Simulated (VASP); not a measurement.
# ScAl3N4 (Cm) in VASP: further runs

ScAl3N4 is run at these levels: PBEsol; tasks: single point, relaxation of cell and atoms.

All numbers are computed with VASP 6.6.1; they aren't measurements. Logs are shortened: lines on timing, memory, paths and dates and some standing lists are left out, and cuts for length are marked.

### 1 The cell of the first run

It takes space group Cm (No. 8, monoclinic). Conventional cell: a = 11.529 Å, b = 3.209 Å, c = 5.604 Å, α = 90.00°, β = 119.04°, γ = 90.00°. Within 2.7 Å of Sc (site symmetry m) lie 4 N at 2.01 to 2.07 Å. Within 2.5 Å of Al (site symmetry m) lie 4 N at 1.86 to 1.96 Å. Within 2.5 Å of Al (site symmetry m) lie 4 N at 1.88 to 1.95 Å. Al (site symmetry m) has 4 N at 1.91 to 1.96 Å within 2.5 Å. Within 2.5 Å of N (site symmetry m) lie 3 Al at 1.92 Å and 1 Sc at 2.07 Å. N (site symmetry m) has 4 Al at 1.95 to 1.96 Å within 2.6 Å. Within 2.5 Å of N (site symmetry m) lie 2 Al at 1.86 to 1.88 Å and 2 Sc at 2.01 Å. N (site symmetry m) has 3 Al at 1.90 to 1.91 Å and 1 Sc at 2.06 Å within 2.5 Å.

### 2 Single point, PBEsol

INCAR reads:

```
ALGO     = Normal         # electronic algorithm
EDIFF    = 1E-6           # SCF threshold, eV
ENCUT    = 520            # plane-wave cutoff, eV
GGA      = PS             # functional
ISIF     = 2              # what is computed and relaxed
ISMEAR   = 0              # smearing method
LASPH    = True           # aspherical terms in the spheres
LCHARG   = False          # write CHGCAR
LREAL    = False          # projectors in reciprocal space
LWAVE    = False          # write WAVECAR
NBANDS   = 30             # bands
NELM     = 80             # most SCF steps
PREC     = Accurate       # precision mode
SIGMA    = 0.02           # smearing width, eV
```

KPOINTS reads:

```
k-points
0
Gamma
  8 6 8
```

POSCAR reads:

```
ScAl3N4
1.0
   -3.2086112739      0.0000000000      0.0000000000
    0.0000000000      5.6037654998     -0.0022277214
    1.6043056369     -2.7998637073     -5.0387091619
Sc Al N
1 3 4
Direct
    0.0059291977      0.3363302299      0.0118583954
    0.4999595374      0.8364042321     -0.0000809252
    0.7538069788      0.4169469285      0.5076139576
    0.2461492373      0.9170287769      0.4922984746
    0.8004357001      0.1310045570      0.6008714002
    0.3055267430      0.6425223343      0.6110534861
    0.5673727511      0.2131983968      0.1347455023
    0.0568198545      0.7425645444      0.1136397090
```

Potentials or basis: VASP PAW PBE potentials, release 64 (Sc_sv, Al, N).

On the command line:

```sh
$ cat potpaw_PBE.64/Sc_sv/POTCAR potpaw_PBE.64/Al/POTCAR potpaw_PBE.64/N/POTCAR > POTCAR
$ mpirun -np 1 vasp_std > vasp.out
```

OUTCAR:

```text
EDIFF = 1E-6
   ENCUT = 520
   GGA = PS
   ISIF = 2
   ISMEAR = 0
   LASPH = True
   LREAL = False
   NELM = 80
   PREC = Accurate

 ion  position               nearest neighbor table
   1  0.006  0.336  0.012-   7 2.01   7 2.01   8 2.06   5 2.07   4 3.08   3 3.11   3 3.11   3 3.15
                             4 3.20   4 3.20   2 3.20   2 3.20   2 3.26   2 3.26
   2  0.500  0.836  1.000-   7 1.86   8 1.90   8 1.90   6 1.96   4 3.10   4 3.10   3 3.11   3 3.11
                             3 3.15   4 3.17   1 3.20   1 3.20   1 3.26   1 3.26
   3  0.754  0.417  0.508-   7 1.88   5 1.92   6 1.95   6 1.95   2 3.11   2 3.11   1 3.11   1 3.11
                             2 3.15   1 3.15   4 3.19   4 3.19   4 3.27   4 3.27
   4  0.246  0.917  0.492-   8 1.91   5 1.92   5 1.92   6 1.96   1 3.08   2 3.10   2 3.10   2 3.17
                             3 3.19   3 3.19   1 3.20   1 3.20   3 3.27   3 3.27
   5  0.800  0.131  0.601-   4 1.92   4 1.92   3 1.92   1 2.07
   6  0.306  0.643  0.611-   3 1.95   3 1.95   2 1.96   4 1.96
   7  0.567  0.213  0.135-   2 1.86   3 1.88   1 2.01   1 2.01
   8  0.057  0.743  0.114-   2 1.90   2 1.90   4 1.91   1 2.06

  LATTYP: Found a base centered monoclinic cell.
 ALAT       =    11.5287166324
 B/A-ratio  =     0.2783146968
 C/A-ratio  =     0.4860702298
 COS(beta)  =    -0.4853723943

  Lattice vectors:

 A1 = (   1.6043056369,  -2.7998637073,  -5.0387091619)
 A2 = (  -1.6043056370,  -2.7998637073,  -5.0387091619)
 A3 = (   0.0000000000,   5.6037654998,  -0.0022277214)

Analysis of symmetry for initial positions (statically):
=====================================================================
 Subroutine PRICEL returns:
 Original cell was already a primitive cell.

 Routine SETGRP: Setting up the symmetry group for a
 base centered monoclinic supercell.

 Subroutine GETGRP returns: Found  2 space group operations
 (whereof  2 operations were pure point group operations)
 out of a pool of  4 trial point group operations.

The static configuration has the point symmetry C_1h.

Analysis of symmetry for dynamics (positions and initial velocities):
=====================================================================
 Subroutine PRICEL returns:
 Original cell was already a primitive cell.

 Routine SETGRP: Setting up the symmetry group for a
 base centered monoclinic supercell.

 Subroutine GETGRP returns: Found  2 space group operations
 (whereof  2 operations were pure point group operations)
 out of a pool of  4 trial point group operations.

The dynamic configuration has the point symmetry C_1h.

 Subroutine INISYM returns: Found  2 space group operations
 (whereof  2 operations are pure point group operations),
 and found     1 'primitive' translations

----------------------------------------------------------------------------------------

                                     Primitive cell

  volume of cell :      90.6175

  direct lattice vectors                    reciprocal lattice vectors
    -3.208611274  0.000000000  0.000000000    -0.311661312 -0.000039440 -0.099209849
     0.000000000  5.603765500 -0.002227721     0.000000000  0.178412024 -0.099138358
     1.604305637 -2.799863707 -5.038709162     0.000000000 -0.000078880 -0.198419697

  length of vectors
     3.208611274  5.603765943  5.983445778     0.327070893  0.204106013  0.198419713

  position of ions in fractional coordinates (direct lattice)
     0.005929198  0.336330230  0.011858395
     0.499959537  0.836404232  0.999919075
     0.753806979  0.416946929  0.507613958
     0.246149237  0.917028777  0.492298475
     0.800435700  0.131004557  0.600871400
     0.305526743  0.642522334  0.611053486
     0.567372751  0.213198397  0.134745502
     0.056819854  0.742564544  0.113639709

  ion indices of the primitive-cell ions
   primitive index   ion index
                 1           1
                 2           2
                 3           3
                 4           4
                 5           5
                 6           6
                 7           7
                 8           8

----------------------------------------------------------------------------------------

 KPOINTS: k-points

Automatic generation of k-mesh.
 Grid dimensions read from file:
 generate k-points for:    8    6    8

 Generating k-lattice:

  Cartesian coordinates                     Fractional coordinates (reciprocal lattice)
    -0.038957664 -0.000004930 -0.012401231     0.125000000 -0.000000000 -0.000000000
     0.000000000  0.029735337 -0.016523060     0.000000000  0.166666667 -0.000000000
     0.000000000 -0.000009860 -0.024802462     0.000000000  0.000000000  0.125000000

  Length of vectors
     0.040883862  0.034017669  0.024802464

  Shift w.r.t. Gamma in fractional coordinates (k-lattice)
     0.000000000  0.000000000  0.000000000

 Subroutine IBZKPT returns following result:
 ===========================================

 Found    114 irreducible k-points:

 Following reciprocal coordinates:
            Coordinates               Weight
  0.000000  0.000000  0.000000      1.000000
  0.125000  0.000000 -0.000000      4.000000
  0.250000  0.000000 -0.000000      4.000000
  0.375000  0.000000 -0.000000      4.000000
  0.500000  0.000000 -0.000000      2.000000
  0.000000  0.166667 -0.000000      2.000000
[... 16 lines left out ...]
  0.125000  0.500000 -0.000000      4.000000
  0.250000  0.500000 -0.000000      4.000000
 [... further k-points ...]
   k-points           NKPTS =    114   k-points in BZ     NKDIM =    114   number of bands    NBANDS=     30
   number of dos      NEDOS =    301   number of ions     NIONS =      8
   total plane-waves  NPLWV =  48384
   dimension x,y,z NGX =    24 NGY =   42 NGZ =   48
   dimension x,y,z NGXF=    48 NGYF=   84 NGZF=   96
   ions per type =               1   3   4
   NGX,Y,Z   is equivalent  to a cutoff of  12.43, 12.46, 13.34 a.u.
   NGXF,Y,Z  is equivalent  to a cutoff of  24.87, 24.92, 26.67 a.u.
 SYSTEM =  unknown system
   PREC   = accura    normal or accurate (medium, high low for compatibility)
   ISTART =      0    job   : 0-new  1-cont  2-samecut
   ICHARG =      2    charge: 1-file 2-atom 10-const
   ISPIN  =      1    spin polarized calculation?
   LNONCOLLINEAR =      F non collinear calculations
[... 14 lines left out ...]
   PSTRESS=    0.0 pullay stress
   NELECT =      40.0000    total number of electrons
   NUPDOWN=      -1.0000    fix difference up-down
   EMIN   =  10.00;   EMAX   =-10.00  energy-range for DOS
   EFERMI =   0.00;   METHOD = LEGACY
   ISMEAR =     0;   SIGMA  =   0.02  broadening in eV -4-tet -1-fermi 0-gaus
   EFERMI_NEDOS =   21; number of points for ismear=-14 and -15
   IALGO  =     38    algorithm
   IMIX   =      4    mixing-type and parameters
     AMIX     =   0.40;   BMIX     =  1.00
     AMIX_MAG =   1.60;   BMIX_MAG =  1.00
  volume/ion in A,a.u.               =      11.33        76.44
  Fermi-wavevector in a.u.,A,eV,Ry     =   1.246496  2.355535 21.140068  1.553751
  Thomas-Fermi vector in A             =   2.380670
   LORBIT       =      0    0 simple, 1 ext, 2 COOP (PROOUT), +10 PAW based schemes
   GGA     = PS    functional components
   LHFCALC =     F    Hartree Fock is set to
   AEXX    =    0.0000 exact exchange contribution
   IVDW    =     0    specifies the selected vdW correction
   LEPSILON=     F    determine dielectric tensor
   LRPA    =     F    only Hartree local field effects (RPA)
 non-spin polarized calculation
 Gauss-broadening in eV      SIGMA  =   0.02
  energy-cutoff  :      520.00
  volume of cell :       90.62
 maximum number of plane-waves:      2466
   NGX = 11   NGY = 21   NGZ = 23

 number of electron      39.9999999 magnetization

 Free energy of the ion-electron system (eV)
  ---------------------------------------------------
  ext. energy  EPLUGINS =         0.00000000
  ---------------------------------------------------
  free energy    TOTEN  =       -65.04544730 eV

  energy without entropy =      -65.04544730  energy(sigma->0) =      -65.04544730

 E-fermi :   5.2546     XC(G=0): -11.0278

 val. band max:        5.0050823398   @ k =   0.5000   0.5000   0.2500
 cond. band min:       8.6361678298   @ k =   0.0000   0.0000   0.0000
 fundamental gap:      3.6310854900
 Fermi energy:         5.2545758267

 k-point     1 :       0.0000    0.0000    0.0000
  band No.  band energies     occupation
      1     -41.3285      2.00000
      2     -20.2588      2.00000
      3     -20.2521      2.00000
      4     -20.0681      2.00000
      5      -9.3736      2.00000
      6      -7.5211      2.00000
[... 22 lines left out ...]
     29      14.0135      0.00000
     30      15.0135      0.00000

 k-point     2 :       0.1250    0.0000   -0.0000
  band No.  band energies     occupation
      1     -41.3236      2.00000
      2     -20.2537      2.00000
      3     -20.2479      2.00000
      4     -20.1236      2.00000
      5      -9.2214      2.00000
      6      -7.4990      2.00000
[... 22 lines left out ...]
     29      14.0605      0.00000
     30      14.6488      0.00000

 k-point     3 :       0.2500    0.0000   -0.0000
  band No.  band energies     occupation
      1     -41.3116      2.00000
      2     -20.3031      2.00000
      3     -20.2378      2.00000
      4     -20.1928      2.00000
      5      -8.7978      2.00000
      6      -7.4132      2.00000
[... 22 lines left out ...]
     29      13.6896      0.00000
     30      14.2605      0.00000

 k-point     4 :       0.3750    0.0000   -0.0000
  band No.  band energies     occupation
      1     -41.2995      2.00000
      2     -20.4318      2.00000
      3     -20.2241      2.00000
      4     -20.1817      2.00000
      5      -8.2054      2.00000
      6      -7.3238      2.00000
[... 22 lines left out ...]
     29      13.6814      0.00000
     30      14.4783      0.00000

 k-point     5 :       0.5000    0.0000   -0.0000
  band No.  band energies     occupation
      1     -41.2945      2.00000
      2     -20.4874      2.00000
      3     -20.2183      2.00000
      4     -20.1737      2.00000
      5      -7.7048      2.00000
      6      -7.5071      2.00000
[... 22 lines left out ...]
     29      13.8018      0.00000
     30      14.6094      0.00000
[... 526 lines left out ...]
     29      13.7892      0.00000
     30      13.9397      0.00000

 k-point    22 :       0.0000    0.5000   -0.0000
  band No.  band energies     occupation
      1     -41.3285      2.00000
      2     -20.2602      2.00000
      3     -20.2558      2.00000
      4     -20.0681      2.00000
      5      -8.6700      2.00000
      6      -8.3560      2.00000
[... 22 lines left out ...]
     29      13.2148      0.00000
     30      13.9438      0.00000

 k-point    23 :       0.1250    0.5000   -0.0000
  band No.  band energies     occupation
      1     -41.3235      2.00000
      2     -20.2546      2.00000
      3     -20.2516      2.00000
      4     -20.1236      2.00000
      5      -8.5756      2.00000
      6      -8.2224      2.00000
[... 22 lines left out ...]
     29      13.4386      0.00000
     30      13.6107      0.00000

 k-point    24 :       0.2500    0.5000   -0.0000
  band No.  band energies     occupation
      1     -41.3116      2.00000
      2     -20.3034      2.00000
      3     -20.2393      2.00000
      4     -20.1941      2.00000
      5      -8.3013      2.00000
      6      -7.8942      2.00000
[... 22 lines left out ...]
     29      13.3580      0.00000
     30      14.3226      0.00000

 [... further k-points ...]

------------------------ aborting loop because EDIFF is reached ----------------------------------------

  FORCE on cell =-STRESS in cart. coord.  units (eV):
  Direction    XX          YY          ZZ          XY          YZ          ZX
  --------------------------------------------------------------------------------------
  -------------------------------------------------------------------------------------
  Total        0.1170790      0.1335586      0.1363181      0.0000000      0.0054992      0.0000000
  in kB        2.0700334      2.3614041      2.4101930      0.0000000      0.0972297      0.0000000
  external PRESSURE =       2.2805435 kB  Pullay stress =       0.0000000 kB

 VOLUME and BASIS-vectors are now :
 -----------------------------------------------------------------------------
  energy-cutoff  :      520.00
  volume of cell :       90.62
      direct lattice vectors                 reciprocal lattice vectors
    -3.208611274  0.000000000  0.000000000    -0.311661312 -0.000039440 -0.099209849
     0.000000000  5.603765500 -0.002227721     0.000000000  0.178412024 -0.099138358
     1.604305637 -2.799863707 -5.038709162     0.000000000 -0.000078880 -0.198419697

 POSITION                                       TOTAL-FORCE (eV/Angst)
 -----------------------------------------------------------------------------------
     -0.00000      1.85151     -0.06050         0.000000      0.016771      0.011527
     -0.00000      1.88738     -5.04016         0.000000     -0.005563      0.004817
     -1.60431      0.91522     -2.55865        -0.000000      0.003129     -0.007906
     -0.00000      3.76045     -2.48259        -0.000000     -0.003776     -0.003378
     -1.60431     -0.94824     -3.02791         0.000000     -0.001899      0.040676
      0.00000      1.88968     -3.08035        -0.000000      0.001331     -0.005293
     -1.60431      0.81744     -0.67942        -0.000000     -0.055218     -0.030836
     -0.00000      3.84298     -0.57425        -0.000000      0.045226     -0.009607
 -----------------------------------------------------------------------------------
    total drift:                               -0.000006      0.000013     -0.000389

  FREE ENERGIE OF THE ION-ELECTRON SYSTEM (eV)
  ---------------------------------------------------
  free  energy   TOTEN  =       -65.0454473012 eV

  energy  without entropy=      -65.0454473012  energy(sigma->0) =      -65.04544730
```

Run time: 4.6 min. Hardware: 1 thread of Intel Xeon Platinum 8259CL at 2.50GHz (Skylake/Cascade Lake), shared host; peak memory 0.4 GiB.

What came out:

```
Free energy            : -65.0454 eV
Pressure               : 0.2 GPa
Largest force          : 0.063 eV/Å
Band gap on the k mesh : 3.63 eV (least direct gap 3.75 eV)
```

Forces in eV/Å, atoms in the order of the input:
```
Sc   0.000  0.017  0.012
Al   0.000 -0.006  0.005
Al   0.000  0.003 -0.008
Al   0.000 -0.004 -0.003
N    0.000 -0.002  0.041
N    0.000  0.001 -0.005
N    0.000 -0.055 -0.031
N    0.000  0.045 -0.010
```

Levels at points of the mesh, in eV from the valence-band top:
```csv
k point,band 17,band 18,band 19,band 20,band 21,band 22,band 23,band 24
"(0.00, 0.00, 0.00)",-0.63,-0.55,-0.44,-0.12,3.63,4.46,4.80,5.09
"(0.50, 0.00, 0.00)",-1.33,-0.92,-0.38,-0.24,4.35,4.63,5.06,5.98
"(0.00, 0.50, 0.00)",-0.77,-0.65,-0.37,-0.28,4.53,5.42,5.65,5.77
"(0.50, 0.50, 0.00)",-1.49,-0.97,-0.26,-0.01,4.17,4.43,4.90,5.21
"(0.00, 0.00, 0.50)",-0.81,-0.72,-0.50,-0.40,4.36,4.62,5.48,5.59
"(0.00, 0.50, 0.50)",-1.06,-0.90,-0.15,-0.06,4.69,5.15,5.58,5.72
```

Caveat: the PAW data sets were made with another functional, which shifts forces and pressure a little. A k mesh can miss the band edges.

### 3 Relaxation of cell and atoms, PBEsol

INCAR reads:

```
ALGO = Normal ; EDIFF = 1E-6
EDIFFG = -0.002 ; ENCUT = 600
GGA = PS ; IBRION = 2
ISIF = 3 ; ISMEAR = 0
LASPH = True ; LCHARG = False
LREAL = False ; LWAVE = False
NELM = 80 ; NSW = 100
PREC = Accurate ; SIGMA = 0.02
```

KPOINTS is that of step 2.

POSCAR reads:

```
ScAl3N4
1.0
   -3.2093138032      0.0000000000      0.0000000000
    0.0000000000      5.6061117837     -0.0022854099
    1.6046569016     -2.8009827712     -5.0352850055
Sc Al N
1 3 4
Direct
    0.0059270988      0.3364758500      0.0118541976
    0.5000611080      0.8364334066      0.0001222160
    0.7538711306      0.4169486235      0.5077422612
    0.2462543450      0.9171216428      0.4925086900
    0.8003799057      0.1309301442      0.6007598115
    0.3054791675      0.6425194842      0.6109583349
    0.5672647508      0.2131272705      0.1345295016
    0.0567624936      0.7424435781      0.1135249872
```

Potentials or basis: VASP PAW PBE potentials, release 64 (Sc_sv, Al, N).

On the command line:

```sh
$ cat potpaw_PBE.64/Sc_sv/POTCAR potpaw_PBE.64/Al/POTCAR potpaw_PBE.64/N/POTCAR > POTCAR
$ mpirun -np 1 vasp_std > vasp.out
```

Wall time 19 min (1 thread of Oxide Virtual Turin-like, shared host); peak memory 0.43 GiB.

The run converged. Its results:

```yaml
Free_energy: -65.0524 eV
Relaxed_volume: 11.34 Å³/atom
Relaxed_cell: a = 3.209 Å, b = 5.604 Å, c = 5.986 Å, α = 117.87°, β = 105.54°, γ = 90.00°
Space_group_after_relaxing_to_0.1_Å: Cm (No. 8)
Energy_gained_by_relaxing: 0.0 meV/atom
Ionic_steps: 14
Pressure_after_relaxing: 0.0 GPa
Band_gap_on_the_k_mesh: 3.63 eV (least direct gap 3.74 eV)
```

Step by step:
| step | energy change (eV) | largest force (eV/Å) | pressure (GPa) | volume (Å³) |
| --- | --- | --- | --- | --- |
| 1 | 0.0000 | 0.0696 | 0.12 | 90.61 |
| 2 | -0.0002 | 0.0276 | -0.11 | 90.72 |
| 3 | -0.0002 | 0.0139 | -0.04 | 90.69 |
| 4 | -0.0003 | 0.0066 | 0.02 | 90.67 |
| 5 | -0.0003 | 0.0098 | 0.04 | 90.65 |
| 6 | -0.0003 | 0.0070 | 0.02 | 90.66 |
| 7 | -0.0003 | 0.0056 | 0.01 | 90.67 |
| 8 | -0.0003 | 0.0030 | 0.00 | 90.68 |
| 9 | -0.0003 | 0.0035 | 0.00 | 90.68 |
| 10 | -0.0003 | 0.0032 | -0.01 | 90.68 |
| 11 | -0.0003 | 0.0034 | 0.00 | 90.68 |
| 12 | -0.0003 | 0.0050 | 0.01 | 90.68 |
| 13 | -0.0003 | 0.0023 | 0.01 | 90.68 |
| 14 | -0.0003 | 0.0018 | 0.00 | 90.68 |

Final structure:
```xyz
8
Lattice="-3.2086 0.0000 0.0000 0.0000 5.6042 -0.0023 1.6043 -2.8001 -5.0420" Properties=species:S:1:pos:R:3 pbc="T T T"
Sc    0.0000    1.8519   -0.0592
Al    0.0000    1.8875   -5.0434
Al   -1.6043    0.9156   -2.5610
Al    0.0000    3.7603   -2.4835
N    -1.6043   -0.9487   -3.0279
N     0.0000    1.8901   -3.0836
N    -1.6043    0.8160   -0.6820
N     0.0000    3.8448   -0.5749
```

Levels at points of the mesh, in eV from the valence-band top:
| k point | band 17 | band 18 | band 19 | band 20 | band 21 | band 22 | band 23 | band 24 |
| --- | --- | --- | --- | --- | --- | --- | --- | --- |
| (0.00, 0.00, 0.00) | -0.63 | -0.54 | -0.44 | -0.12 | 3.63 | 4.45 | 4.80 | 5.07 |
| (0.50, 0.00, 0.00) | -1.33 | -0.92 | -0.38 | -0.23 | 4.34 | 4.62 | 5.04 | 5.98 |
| (0.00, 0.50, 0.00) | -0.77 | -0.65 | -0.37 | -0.28 | 4.51 | 5.40 | 5.64 | 5.76 |
| (0.50, 0.50, 0.00) | -1.49 | -0.97 | -0.26 | -0.01 | 4.16 | 4.42 | 4.90 | 5.20 |
| (0.00, 0.00, 0.50) | -0.81 | -0.72 | -0.50 | -0.39 | 4.35 | 4.61 | 5.47 | 5.59 |
| (0.00, 0.50, 0.50) | -1.06 | -0.90 | -0.15 | -0.05 | 4.68 | 5.14 | 5.57 | 5.72 |

Caveat: the PAW data sets were made with another functional, which shifts forces and pressure a little. A k mesh can miss the band edges.
